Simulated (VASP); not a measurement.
A run of VASP 6.6.1:

Contents of INCAR:

```
ALGO = Normal ; EDIFF = 1E-6
ENCUT = 520 ; GGA = PE
ISIF = 2 ; ISMEAR = 0
IVDW = 12 ; LASPH = T
LCHARG = F ; LREAL = Auto
LWAVE = F ; NBANDS = 162
NELM = 60 ; PREC = Accurate
SIGMA = 0.05
```

Contents of KPOINTS:

```
k-points
0
Gamma
  1 1 1
```

File POSCAR:

```
Mg32O31
1.0
    8.8332000000      0.0000000000      0.0000000000
    0.0000000000      8.8332000000      0.0000000000
    0.0000000000      0.0000000000      8.8332000000
Mg O
32 31
Direct
    0.5010479781      0.0013554544     -0.0047107504
    0.7496060318      0.2496833537     -0.0043429335
    0.7539823620     -0.0032292940      0.2497876194
    0.0016807046      0.0016125526     -0.0006701988
    0.2548339220      0.2546812027     -0.0064332292
    0.4908963909      0.4907820495      0.0037610379
    0.7486015261      0.7485936014     -0.0000895485
    0.2476091337     -0.0095296155      0.2495074265
    0.5150477743      0.2345732011      0.2562901327
    0.7630928769      0.5004768374      0.2490514196
    0.5011078658     -0.0010769597      0.5048076575
    0.7525630576      0.2499805280      0.5045991260
    0.7521644478     -0.0013697188      0.7502484943
    0.0015230041      0.5008491826     -0.0044854639
    0.2499110175      0.7494466332     -0.0043607073
   -0.0094233120      0.2473090160      0.2494845583
    0.2346758819      0.5149515464      0.2564451162
    0.5005127247      0.7629023457      0.2490824390
    0.0011308473      0.0009297876      0.5011815650
    0.2503569488      0.2502972875      0.5110917901
    0.4956871802      0.4955678576      0.5035369968
    0.7491229679      0.7489469275      0.5004807997
    0.2504514785     -0.0000722275      0.7517077616
    0.5040437214      0.2480984241      0.7489965132
    0.7485357515      0.5007448037      0.7521442965
   -0.0030008377      0.7540028529      0.2496156546
   -0.0011056016      0.5010591858      0.5048486392
    0.2500155097      0.7524564144      0.5047784495
   -0.0000170946      0.2501875877      0.7516313454
    0.2479423086      0.5038221709      0.7490138342
    0.5008742019      0.7482341620      0.7519534257
   -0.0012705475      0.7521000317      0.7504489879
    0.7517409319      0.2494622560      0.2511082054
    0.0000652085      0.5021861839      0.2509071458
    0.0010896391      0.2507908799      0.4993628583
    0.4406478966      0.4406117828      0.2348164878
    0.7476459267      0.7474718109      0.2499484898
   -0.0010165059     -0.0011052620      0.2501292850
    0.5025217362      0.2463171897      0.5056665761
    0.7470032378      0.4994983698      0.4950007925
   -0.0006842367      0.7510435629      0.5001243038
    0.7537539057      0.2502423810      0.7488885115
   -0.0043919531      0.5012871892      0.7486533759
    0.0004952905      0.2511337907      0.0012934157
    0.2496233528      0.7516073450      0.2509120138
    0.5024018476     -0.0001160395      0.2512064710
    0.2463796812      0.5023633564      0.5056841235
    0.4996097677      0.7465791559      0.4950120002
    0.7512399810     -0.0009417878      0.5002097768
    0.2495558801      0.2493904814      0.7499380745
    0.5007626908      0.5005386496      0.7494252366
    0.7493007064      0.7491427795      0.7504862338
    0.0009622787      0.0007748041      0.7505029887
    0.5046697686      0.2424824526     -0.0130878957
    0.7483271068      0.4989183988      0.0046699950
   -0.0007342752      0.7512560567      0.0002414753
    0.2509542408      0.0008571073      0.4993232351
    0.2504349500      0.7535999411      0.7489571163
    0.5013750396     -0.0045479554      0.7485419780
    0.2426831726      0.5044570484     -0.0131622741
    0.4991256849      0.7482565775      0.0046660327
    0.7513230766     -0.0008608432      0.0002395508
    0.2513943984      0.0004779695      0.0013255672
```

Potentials or basis: VASP PAW PBE potentials, release 64 (Mg, O).

Launch:

```bash
$ cat potpaw_PBE.64/Mg/POTCAR potpaw_PBE.64/O/POTCAR > POTCAR
$ mpirun -np 1 vasp_gam > vasp.out
```

Hardware: 1 thread of Intel Xeon 8259CL (shared host).

Task: How long does it take, and how much memory?

Result: Wall time 7.1 min on 1 thread of Intel Xeon 8259CL (shared host), peak memory 0.65 GiB. Counts: scf iterations 17, k points 1.
